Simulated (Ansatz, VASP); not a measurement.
RbH2: VASP beside Ansatz

```
Rb H
1.0
     5.94180    0.00000    0.00000
     0.00000    5.94180    0.00000
     0.00000    0.00000    6.94573
Rb H
2 4
Direct
  0.00000 0.00000 0.00000
  0.50000 0.50000 0.50000
  0.45494 0.54506 0.00000
  0.54506 0.45494 0.00000
  0.95494 0.95494 0.50000
  0.04506 0.04506 0.50000
```

Alike in both runs: task relaxation of cell and atoms; functional PBE; k mesh 6 × 6 × 6; occupations gaussian, width 0.1 eV; no spin polarisation.

|  | VASP | Ansatz |
| --- | --- | --- |
| version | VASP 6.6.1 | Ansatz 0.2.0 |
| potentials or method | VASP PAW PBE potentials, release 64 (Rb_sv, H), cutoff 600 eV | scalar-relativistic, plane waves, PAW |
| valence electrons in the cell | 22 | 22 |

|  | VASP | Ansatz | Ansatz less VASP |
| --- | --- | --- | --- |
| gap on the k mesh at the Fermi level, each at its own relaxed structure (eV) | none | none | - |
| relaxed volume (Å³/atom) | 41.62 | 41.61 | -0.016 |
| relaxed cell length with the largest relative difference (Å) | 7.135 | 7.121 | -0.0135 |

A gap of «none» marks a metal or a gap that the smearing closes.
